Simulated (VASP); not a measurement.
# BaTe (Fm-3m) in VASP: single point with PBE

Aim: the single point of BaTe with PBE.

Program: VASP 6.6.1. These are calculated values, not measurements. Logs are shortened: lines on timing, memory, paths and dates and some standing lists are left out, and cuts for length are marked.

## Step 1: The cell of the first run

It takes space group Fm-3m (No. 225, cubic). The conventional cell has a = 6.945 Å, b = 6.945 Å, c = 6.945 Å, α = 90.00°, β = 90.00°, γ = 90.00°. Ba (site symmetry m-3m) has 6 Te at 3.47 Å within 4.6 Å. Te (site symmetry m-3m) has 6 Ba at 3.47 Å within 4.6 Å.

## Step 2: Single point, PBE (41.87 Å³/atom)

INCAR

```
SYSTEM = BaTe
PREC = Accurate
ENCUT = 500
EDIFF = 1E-6
ISMEAR = 0
SIGMA = 0.01
LREAL = .FALSE.
LASPH = .TRUE.
NELM = 120
ALGO = Normal
ISIF = 2
LWAVE = .FALSE.
LCHARG = .FALSE.
GGA = PE
NBANDS = 15
GGA_COMPAT = .FALSE.
```

KPOINTS

```
Automatic mesh
0
G
  4 4 4
  0 0 0
```

POSCAR

```
BaTe
1.0
    0.0000000000      3.4724968457      3.4724968457
    3.4724968457      0.0000000000      3.4724968457
    3.4724968457      3.4724968457      0.0000000000
Ba Te
1 1
Direct
    0.0000000000      0.0000000000      0.0000000000
    0.5000000000      0.5000000000      0.5000000000
```

Potentials or basis: VASP PAW PBE potentials, release 64 (Ba_sv, Te).

Run with:

```console
$ cat potpaw_PBE.64/Ba_sv/POTCAR potpaw_PBE.64/Te/POTCAR > POTCAR
$ mpirun -np 1 vasp_std > vasp.out
```

OUTCAR:

```text
SYSTEM = BaTe
   PREC = Accurate
   ENCUT = 500
   EDIFF = 1E-6
   ISMEAR = 0
   LREAL = .FALSE.
   LASPH = .TRUE.
   NELM = 120
   ISIF = 2
   GGA = PE

 ion  position               nearest neighbor table
   1  0.000  0.000  0.000-   2 3.47   2 3.47   2 3.47   2 3.47   2 3.47   2 3.47
   2  0.500  0.500  0.500-   1 3.47   1 3.47   1 3.47   1 3.47   1 3.47   1 3.47

  LATTYP: Found a face centered cubic cell.
 ALAT       =     6.9449936914

  Lattice vectors:

 A1 = (   0.0000000000,   3.4724968457,   3.4724968457)
 A2 = (   3.4724968457,   0.0000000000,   3.4724968457)
 A3 = (   3.4724968457,   3.4724968457,   0.0000000000)

Analysis of symmetry for initial positions (statically):
=====================================================================
 Subroutine PRICEL returns:
 Original cell was already a primitive cell.

 Routine SETGRP: Setting up the symmetry group for a
 face centered cubic supercell.

 Subroutine GETGRP returns: Found 48 space group operations
 (whereof 48 operations were pure point group operations)
 out of a pool of 48 trial point group operations.

The static configuration has the point symmetry O_h .

Analysis of symmetry for dynamics (positions and initial velocities):
=====================================================================
 Subroutine PRICEL returns:
 Original cell was already a primitive cell.

 Routine SETGRP: Setting up the symmetry group for a
 face centered cubic supercell.

 Subroutine GETGRP returns: Found 48 space group operations
 (whereof 48 operations were pure point group operations)
 out of a pool of 48 trial point group operations.

The dynamic configuration has the point symmetry O_h .

 Subroutine INISYM returns: Found 48 space group operations
 (whereof 48 operations are pure point group operations),
 and found     1 'primitive' translations

----------------------------------------------------------------------------------------

                                     Primitive cell

  volume of cell :      83.7444

  direct lattice vectors                    reciprocal lattice vectors
     0.000000000  3.472496846  3.472496846    -0.143988612  0.143988612  0.143988612
     3.472496846  0.000000000  3.472496846     0.143988612 -0.143988612  0.143988612
     3.472496846  3.472496846  0.000000000     0.143988612  0.143988612 -0.143988612

  length of vectors
     4.910852134  4.910852134  4.910852134     0.249395591  0.249395591  0.249395591

  position of ions in fractional coordinates (direct lattice)
     0.000000000  0.000000000  0.000000000
     0.500000000  0.500000000  0.500000000

  ion indices of the primitive-cell ions
   primitive index   ion index
                 1           1
                 2           2

----------------------------------------------------------------------------------------

 KPOINTS: Automatic mesh

Automatic generation of k-mesh.
 Grid dimensions read from file:
 generate k-points for:    4    4    4

 Generating k-lattice:

  Cartesian coordinates                     Fractional coordinates (reciprocal lattice)
    -0.035997153  0.035997153  0.035997153     0.250000000  0.000000000  0.000000000
     0.035997153 -0.035997153  0.035997153     0.000000000  0.250000000  0.000000000
     0.035997153  0.035997153 -0.035997153     0.000000000  0.000000000  0.250000000

  Length of vectors
     0.062348898  0.062348898  0.062348898

  Shift w.r.t. Gamma in fractional coordinates (k-lattice)
     0.000000000  0.000000000  0.000000000

 Subroutine IBZKPT returns following result:
 ===========================================

 Found      8 irreducible k-points:

 Following reciprocal coordinates:
            Coordinates               Weight
  0.000000  0.000000  0.000000      1.000000
  0.250000  0.000000  0.000000      8.000000
  0.500000  0.000000  0.000000      4.000000
  0.250000  0.250000  0.000000      6.000000
  0.500000  0.250000  0.000000     24.000000
 -0.250000  0.250000  0.000000     12.000000
  0.500000  0.500000  0.000000      3.000000
 -0.250000  0.500000  0.250000      6.000000
   k-points           NKPTS =      8   k-points in BZ     NKDIM =      8   number of bands    NBANDS=     15
   number of dos      NEDOS =    301   number of ions     NIONS =      2
   total plane-waves  NPLWV =  46656
   dimension x,y,z NGX =    36 NGY =   36 NGZ =   36
   dimension x,y,z NGXF=    72 NGYF=   72 NGZF=   72
   ions per type =               1   1
   NGX,Y,Z   is equivalent  to a cutoff of  12.19, 12.19, 12.19 a.u.
   NGXF,Y,Z  is equivalent  to a cutoff of  24.37, 24.37, 24.37 a.u.
 SYSTEM =  BaTe
   PREC   = accura    normal or accurate (medium, high low for compatibility)
   ISTART =      0    job   : 0-new  1-cont  2-samecut
   ICHARG =      2    charge: 1-file 2-atom 10-const
   ISPIN  =      1    spin polarized calculation?
   LNONCOLLINEAR =      F non collinear calculations
   LSORBIT =      F    spin-orbit coupling
   LASPH  =      T    aspherical Exc in radial PAW
   ENCUT  =  500.0 eV  36.75 Ry    6.06 a.u.   8.95  8.95  8.95*2*pi/ulx,y,z
   NELM   =    120;   NELMIN=  2; NELMDL= -5     # of ELM steps
   EDIFF  = 0.1E-05   stopping-criterion for ELM
   LREAL  =      F    real-space projection
   EDIFFG = 0.1E-04   stopping-criterion for IOM
   NSW    =      0    number of steps for IOM
   IBRION =     -1    ionic relax: 0-MD 1-quasi-New 2-CG
   NFREE  =      0    steps in history (QN), initial steepest desc. (CG)
   ISIF   =      2    stress and relaxation
   ISYM   =      2    0-nonsym 1-usesym 2-fastsym
   POTIM  = 0.5000    time-step for ionic-motion
   TEBEG  =    0.0;   TEEND  =   0.0 temperature during run
   PSTRESS=    0.0 pullay stress
   NELECT =      16.0000    total number of electrons
   NUPDOWN=      -1.0000    fix difference up-down
   EMIN   =  10.00;   EMAX   =-10.00  energy-range for DOS
   EFERMI =   0.00;   METHOD = LEGACY
   ISMEAR =     0;   SIGMA  =   0.01  broadening in eV -4-tet -1-fermi 0-gaus
   EFERMI_NEDOS =   21; number of points for ismear=-14 and -15
   IALGO  =     38    algorithm
   IMIX   =      4    mixing-type and parameters
     AMIX     =   0.40;   BMIX     =  1.00
     AMIX_MAG =   1.60;   BMIX_MAG =  1.00
  volume/ion in A,a.u.               =      41.87       282.57
  Fermi-wavevector in a.u.,A,eV,Ry     =   0.942894  1.781812 12.096253  0.889049
  Thomas-Fermi vector in A             =   2.070548
   LORBIT       =      0    0 simple, 1 ext, 2 COOP (PROOUT), +10 PAW based schemes
   GGA     = PE    functional components
   LHFCALC =     F    Hartree Fock is set to
   AEXX    =    0.0000 exact exchange contribution
   IVDW    =     0    specifies the selected vdW correction
   LEPSILON=     F    determine dielectric tensor
   LRPA    =     F    only Hartree local field effects (RPA)
 non-spin polarized calculation
 Gauss-broadening in eV      SIGMA  =   0.01
  energy-cutoff  :      500.00
  volume of cell :       83.74
 maximum number of plane-waves:      2148
   NGX = 17   NGY = 17   NGZ = 17

 number of electron      16.0000000 magnetization

 Free energy of the ion-electron system (eV)
  ---------------------------------------------------
  ext. energy  EPLUGINS =         0.00000000
  ---------------------------------------------------
  free energy    TOTEN  =        -8.58730184 eV

  energy without entropy =       -8.58730184  energy(sigma->0) =       -8.58730184

 E-fermi :   2.5776     XC(G=0):  -8.3383

 val. band max:        2.4377381273   @ k =   0.0000   0.0000   0.0000
 cond. band min:       3.8958612569   @ k =   0.5000   0.5000   0.0000
 fundamental gap:      1.4581231296
 Fermi energy:         2.5776114729

 k-point     1 :       0.0000    0.0000    0.0000
  band No.  band energies     occupation
      1     -24.5347      2.00000
      2      -9.6925      2.00000
      3      -9.6925      2.00000
      4      -9.6925      2.00000
      5      -7.1553      2.00000
      6       2.4377      2.00000
      7       2.4377      2.00000
      8       2.4377      2.00000
      9       5.3396      0.00000
     10       5.3396      0.00000
     11       5.3396      0.00000
     12       5.4379      0.00000
     13       5.9814      0.00000
     14       5.9814      0.00000
     15       9.4211      0.00000

 k-point     2 :       0.2500    0.0000    0.0000
  band No.  band energies     occupation
      1     -24.5272      2.00000
      2      -9.9500      2.00000
      3      -9.6986      2.00000
      4      -9.6986      2.00000
      5      -6.7399      2.00000
      6       1.0304      2.00000
      7       1.7320      2.00000
      8       1.7320      2.00000
      9       5.5513      0.00000
     10       6.0746      0.00000
     11       6.0746      0.00000
     12       7.3808      0.00000
     13       7.5739      0.00000
     14       7.5739      0.00000
     15      10.7944      0.00000

 k-point     3 :       0.5000    0.0000    0.0000
  band No.  band energies     occupation
      1     -24.5196      2.00000
      2     -10.1595      2.00000
      3      -9.7047      2.00000
      4      -9.7047      2.00000
      5      -6.3518      2.00000
      6       0.1306      2.00000
      7       1.2570      2.00000
      8       1.2570      2.00000
      9       6.6575      0.00000
     10       7.2419      0.00000
     11       7.3655      0.00000
     12       7.3655      0.00000
     13       9.4436      0.00000
     14       9.4436      0.00000
     15      10.0474      0.00000
[... 55 lines left out ...]
 k-point     7 :       0.5000    0.5000    0.0000
  band No.  band energies     occupation
      1     -24.5147      2.00000
      2      -9.9226      2.00000
      3      -9.7845      2.00000
      4      -9.7845      2.00000
      5      -6.9406      2.00000
      6       1.2942      2.00000
      7       2.0535      2.00000
      8       2.0535      2.00000
      9       3.8959      0.00000
     10       6.8964      0.00000
     11       7.1825      0.00000
     12       8.1300      0.00000
     13       8.2480      0.00000
     14       8.2480      0.00000
     15      10.3634      0.00000

 k-point     8 :      -0.2500    0.5000    0.2500
  band No.  band energies     occupation
      1     -24.5147      2.00000
      2      -9.8622      2.00000
      3      -9.8538      2.00000
      4      -9.8538      2.00000
      5      -6.7129      2.00000
      6       1.1101      2.00000
      7       1.4747      2.00000
      8       1.4747      2.00000
      9       5.9505      0.00000
     10       5.9505      0.00000
     11       7.3228      0.00000
     12       7.6574      0.00000
     13       8.2605      0.00000
     14      10.7601      0.00000
     15      10.7907      0.00000

------------------------ aborting loop because EDIFF is reached ----------------------------------------

  FORCE on cell =-STRESS in cart. coord.  units (eV):
  Direction    XX          YY          ZZ          XY          YZ          ZX
  --------------------------------------------------------------------------------------
  -------------------------------------------------------------------------------------
  Total        1.0824551      1.0824551      1.0824551      0.0000000     -0.0000000      0.0000000
  in kB       20.7092743     20.7092743     20.7092743      0.0000000     -0.0000000      0.0000000
  external PRESSURE =      20.7092743 kB  Pullay stress =       0.0000000 kB

 VOLUME and BASIS-vectors are now :
 -----------------------------------------------------------------------------
  energy-cutoff  :      500.00
  volume of cell :       83.74
      direct lattice vectors                 reciprocal lattice vectors
     0.000000000  3.472496846  3.472496846    -0.143988612  0.143988612  0.143988612
     3.472496846  0.000000000  3.472496846     0.143988612 -0.143988612  0.143988612
     3.472496846  3.472496846  0.000000000     0.143988612  0.143988612 -0.143988612

 POSITION                                       TOTAL-FORCE (eV/Angst)
 -----------------------------------------------------------------------------------
      0.00000      0.00000      0.00000         0.000000      0.000000      0.000000
      3.47250      3.47250      3.47250         0.000000      0.000000     -0.000000
 -----------------------------------------------------------------------------------
    total drift:                                0.000000      0.000000      0.000000

  FREE ENERGIE OF THE ION-ELECTRON SYSTEM (eV)
  ---------------------------------------------------
  free  energy   TOTEN  =        -8.5873018358 eV

  energy  without entropy=       -8.5873018358  energy(sigma->0) =       -8.58730184
```

Wall time 5.1 s (1 thread of Intel Xeon 6975P-C (Granite Rapids), shared host); peak memory 0.2 GiB.

Results:

```yaml
Free_energy: -8.5873 eV
Pressure: 2.1 GPa
Band_gap_on_the_k_mesh: 1.46 eV (least direct gap 1.84 eV)
```

Caveat: spin-orbit coupling is left out, which moves the levels of the heavy elements.
